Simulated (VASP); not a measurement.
# TiTe2 (P-3m1) in VASP: notebook, part 2 of 2

VASP 6.6.1. The steps go on from the part before.

## 3. Single point, PBEsol+U

Input file INCAR:

```
SYSTEM = TiTe2
ALGO = Normal
EDIFF = 1E-6
ENCUT = 520
GGA = PS
ISIF = 2
ISMEAR = -1
LASPH = .TRUE.
LCHARG = .FALSE.
LDAU = .TRUE.
LDAUJ = 0 0
LDAUL = -1 2
LDAUPRINT = 1
LDAUTYPE = 2
LDAUU = 0 6
LMAXMIX = 4
LREAL = .FALSE.
LWAVE = .FALSE.
NBANDS = 19
NELM = 150
PREC = Accurate
SIGMA = 0.05
```

Input file KPOINTS:

```
k-points
0
G
  8 8 4
  0 0 0
```

Input file POSCAR:

```
TiTe2
1.0
    3.7770000000      0.0000000000      0.0000000000
   -1.8885000000      3.2709779501      0.0000000000
    0.0000000000      0.0000000000      6.4980000000
Te Ti
2 1
Direct
    0.3333333333      0.6666666667      0.7372000000
    0.6666666667      0.3333333333      0.2628000000
    0.0000000000      0.0000000000      0.0000000000
```

Potentials or basis: VASP PAW PBE potentials, release 64 (Te, Ti_sv).

Started as:

```bash
$ cat potpaw_PBE.64/Te/POTCAR potpaw_PBE.64/Ti_sv/POTCAR > POTCAR
$ mpirun -np 1 vasp_std > vasp.out
```

Run time: 25 s. Hardware: 1 thread of Intel Xeon 6975P-C (Granite Rapids), shared host; peak memory 0.21 GiB.

Results (log left out):

| Quantity | Value |
| --- | --- |
| Free energy | -13.3841 eV |
| Pressure | 1.8 GPa |
| Largest force | 0.142 eV/Å |
| Band gap on the k mesh | zero (band 12 reaches 7.77 eV, above the bottom of band 13 at 7.08 eV) |

Forces in eV/Å, atoms in the order of the input:
```
Te   0.000  0.000 -0.142
Te   0.000  0.000  0.142
Ti   0.000  0.000  0.000
```

Stress tensor (GPa, compression positive):
```
1.99 0.00 0.00
0.00 1.99 0.00
0.00 0.00 1.46
```

Levels at points of the mesh, in eV from the Fermi level:
```csv
k point,band 10,band 11,band 12,band 13,band 14,band 15
"(0.00, 0.00, 0.00)",0.17,0.54,0.54,0.66,0.66,0.67
"(0.50, 0.00, 0.00)",-2.74,-2.21,-1.61,0.06,1.48,1.74
"(0.00, 0.00, 0.50)",-2.03,0.35,0.35,0.54,0.54,1.31
"(0.50, 0.00, 0.50)",-2.47,-1.45,-1.11,-0.15,1.41,1.82
```

Eigenvalues of the final occupation matrices:
```tsv
site	spin	trace	eigenvalues
site 3 d	1	0.83	0.07 0.08 0.08 0.30 0.30
site 3 d	2	0.83	0.07 0.08 0.08 0.30 0.30
```

Caveat: the PAW data sets were made with another functional, which shifts forces and pressure a little; spin-orbit coupling is left out, which moves the levels of the heavy elements; this functional lacks dispersion, which binds the layers, so the pressure and a relaxed spacing across them are unreliable; U without spin polarisation on a metal has little footing; the U is typed as a test and isn't derived for this compound.

## 4. Single point, PBEsol+U

Input file INCAR:

```
  PREC = Accurate
  ENCUT = 520
  EDIFF = 1E-6
  ISMEAR = -1
  SIGMA = 0.05
  LREAL = F
  LASPH = T
  NELM = 150
  ALGO = Normal
  ISIF = 2
  LWAVE = F
  LCHARG = F
  LMAXMIX = 4
  LDAU = T
  LDAUTYPE = 2
  LDAUL = -1 2
  LDAUU = 0 8
  LDAUJ = 0 0
  LDAUPRINT = 1
  GGA = PS
  NBANDS = 19
```

Input file KPOINTS:

```
regular mesh
0
Gamma
  8 8 4
```

POSCAR is that of step 3.

Started as:

```bash
$ cat potpaw_PBE.64/Te/POTCAR potpaw_PBE.64/Ti_sv/POTCAR > POTCAR
$ mpirun -np 1 vasp_std > vasp.out
```

Run time: 43 s. Hardware: 1 thread of Intel Xeon 6975P-C (Granite Rapids), shared host; peak memory 0.21 GiB.

It converged, with:

| Item | Value |
| --- | --- |
| Free energy | -12.1516 eV |
| Pressure | 3.3 GPa |
| Largest force | 0.242 eV/Å |
| Band gap on the k mesh | zero (band 12 reaches 7.92 eV, above the bottom of band 13 at 7.38 eV) |

Forces in eV/Å, atoms in the order of the input:
```
Te   0.000  0.000 -0.242
Te   0.000  0.000  0.242
Ti   0.000  0.000  0.000
```

Stress tensor (GPa, compression positive):
```
3.56 0.00 0.00
0.00 3.56 0.00
0.00 0.00 2.91
```

Levels at points of the mesh, in eV from the Fermi level:
| k point | band 8 | band 9 | band 10 | band 11 | band 12 | band 13 | band 14 | band 15 | band 16 | band 17 |
| --- | --- | --- | --- | --- | --- | --- | --- | --- | --- | --- |
| (0.00, 0.00, 0.00) | -2.32 | -2.32 | -0.03 | 0.45 | 0.45 | 0.61 | 0.61 | 0.80 | 2.57 | 2.57 |
| (0.50, 0.00, 0.00) | -4.43 | -3.42 | -2.93 | -2.44 | -1.83 | 0.07 | 1.52 | 1.59 | 2.19 | 2.84 |
| (0.00, 0.00, 0.50) | -3.29 | -2.26 | -2.26 | 0.15 | 0.15 | 0.63 | 0.63 | 1.43 | 2.95 | 2.95 |
| (0.50, 0.00, 0.50) | -5.27 | -2.99 | -2.69 | -1.67 | -1.35 | -0.09 | 1.39 | 1.93 | 2.30 | 2.81 |

Eigenvalues of the final occupation matrices:
```csv
site,spin,trace,eigenvalues
site 3 d,1,0.80,0.05 0.07 0.07 0.31 0.31
site 3 d,2,0.80,0.05 0.07 0.07 0.31 0.31
```

Caveat: the PAW data sets were made with another functional, which shifts forces and pressure a little; spin-orbit coupling is left out, which moves the levels of the heavy elements; this functional lacks dispersion, which binds the layers, so the pressure and a relaxed spacing across them are unreliable; U without spin polarisation on a metal has little footing; the U is typed as a test and isn't derived for this compound.

## 5. Relaxation of cell and atoms, RPBE

Input file INCAR:

```
  PREC = Accurate
  ENCUT = 600
  EDIFF = 1E-7
  ISMEAR = -1
  SIGMA = 0.05
  LREAL = F
  LASPH = T
  NELM = 60
  ALGO = Normal
  ISIF = 3
  LWAVE = F
  LCHARG = F
  GGA = RP
  IBRION = 2
  NSW = 60
  EDIFFG = -0.01
```

KPOINTS is that of step 4.

POSCAR is that of step 4.

Started as:

```bash
$ cat potpaw_PBE.64/Te/POTCAR potpaw_PBE.64/Ti_sv/POTCAR > POTCAR
$ mpirun -np 1 vasp_std > vasp.out
```

Run time: 13 min. Hardware: 1 thread of Intel Xeon 6975P-C (Granite Rapids), shared host; peak memory 0.26 GiB.

Results (log left out):

| Property | Result |
| --- | --- |
| Free energy | -15.2013 eV |
| Relaxed volume | 36.23 Å³/atom |
| Relaxed cell | a = 3.813 Å, b = 3.813 Å, c = 8.633 Å, α = 90.00°, β = 90.00°, γ = 120.00° |
| Space group after relaxing (to 0.05 Å) | P-3m1 (No. 164) |
| Energy gained by relaxing | 45.1 meV/atom |
| Ionic steps | 39 |
| Pressure after relaxing | 0.0 GPa |
| Band gap on the k mesh | zero (band 12 reaches 4.21 eV, above the bottom of band 13 at 3.72 eV) |

The path:
```csv
step,energy change (eV),largest force (eV/Å),pressure (GPa),volume (Å³)
1,0.0000,0.0984,2.79,80.28
2,-0.0199,0.4964,-1.31,85.82
3,-0.0296,0.2887,0.07,83.73
4,-0.0367,0.2444,0.06,84.30
5,-0.0521,0.1180,0.06,86.04
6,-0.0596,0.1250,0.22,89.60
7,-0.0652,0.0791,0.00,90.54
8,-0.0780,0.0466,-0.55,93.37
9,-0.0916,0.2711,-1.48,99.04
10,-0.0961,0.2661,-1.41,99.35
11,-0.1080,0.2476,-1.19,100.27
12,-0.1244,0.1933,-0.69,102.00
13,-0.1242,0.0299,0.57,105.08
14,-0.1310,0.1032,-0.09,103.38
15,-0.1316,0.0723,0.00,103.23
16,-0.1321,0.0148,0.20,102.95
17,-0.1325,0.0206,0.12,103.18
18,-0.1327,0.0321,-0.02,103.63
19,-0.1327,0.0308,-0.01,103.58
20,-0.1327,0.0240,0.02,103.60
21,-0.1328,0.0083,0.07,103.65
22,-0.1328,0.0233,0.16,103.77
23,-0.1329,0.0051,0.10,103.70
24,-0.1329,0.0047,0.11,103.74
25,-0.1330,0.0037,0.08,103.87
26,-0.1331,0.0012,0.05,104.12
27,-0.1333,0.0037,-0.01,104.63
28,-0.1333,0.0128,-0.14,105.64
29,-0.1334,0.0082,-0.08,105.15
30,-0.1335,0.0055,-0.07,105.27
31,-0.1339,0.0035,-0.03,105.62
32,-0.1345,0.0224,0.04,106.33
33,-0.1347,0.0631,0.19,107.74
34,-0.1349,0.0546,0.16,108.02
35,-0.1351,0.0303,0.06,108.84
36,-0.1352,0.0186,0.01,109.23
37,-0.1352,0.0170,0.01,109.18
38,-0.1352,0.0118,0.00,109.01
39,-0.1353,0.0017,-0.02,108.68
```

Final structure:
```
Te Ti
1.0
     3.81268    0.00000    0.00000
    -1.90634    3.30187    0.00000
     0.00000    0.00000    8.63278
Te Ti
2 1
Direct
  0.33333 0.66667 0.79849
  0.66667 0.33333 0.20151
  0.00000 0.00000 0.00000
```

Levels at points of the mesh, in eV from the Fermi level:
```
           k point  band 10  band 11  band 12  band 13  band 14  band 15
(0.00, 0.00, 0.00)    -1.04     0.42     0.42     0.50     1.01     1.01
(0.50, 0.00, 0.00)    -1.76    -1.72    -0.70    -0.03     1.13     1.44
(0.00, 0.00, 0.50)    -1.49     0.42     0.42     0.65     1.01     1.01
(0.50, 0.00, 0.50)    -1.73    -1.64    -0.69    -0.07     1.13     1.44
```

Caveat: the volume moved by over 15 % at a fixed basis, so the end points are rough; the PAW data sets were made with another functional, which shifts forces and pressure a little; spin-orbit coupling is left out, which moves the levels of the heavy elements; this functional lacks dispersion, which binds the layers, so the pressure and a relaxed spacing across them are unreliable; the volume moved by +35 % from the deposited cell, more than functionals usually miss. RPBE and its kin give volumes clearly too large for solids.

## 6. Overview

| task | level | U | cell | cutoff (eV) | gap on the mesh (eV) | pressure (GPa) | largest force (eV/Å) |
| --- | --- | --- | --- | --- | --- | --- | --- |
| single point | PBEsol+U | Ti d U = 5.0 eV | as given | 520 | none | 1.0 | 0.09 |
| single point | PBEsol+U | Ti d U = 6.0 eV | as given | 520 | none | 1.8 | 0.14 |
| single point | PBEsol+U | Ti d U = 8.0 eV | as given | 520 | none | 3.3 | 0.24 |
| relaxation of cell and atoms | RPBE | - | relaxed | 600 | none | 0.0 | - |

Alike in all rows: potentials or basis VASP PAW PBE potentials, release 64 (Te, Ti_sv); no spin polarisation; k mesh 8 × 8 × 4; smearing fermi-dirac 0.05 eV.

Every run on the cell as given and a fine mesh finds a metal.

Caveats: the PAW data sets were made with another functional, which shifts forces and pressure a little; spin-orbit coupling is left out, which moves the levels of the heavy elements; this functional lacks dispersion, which binds the layers, so the pressure and a relaxed spacing across them are unreliable; U without spin polarisation on a metal has little footing (some runs); the U is typed as a test and isn't derived for this compound (some runs); the volume moved by over 15 % at a fixed basis, so the end points are rough (some runs); the volume moved by +35 % from the deposited cell, more than functionals usually miss (some runs).

Total energies depend on the potentials used, so only differences within one code and one set of settings carry meaning.
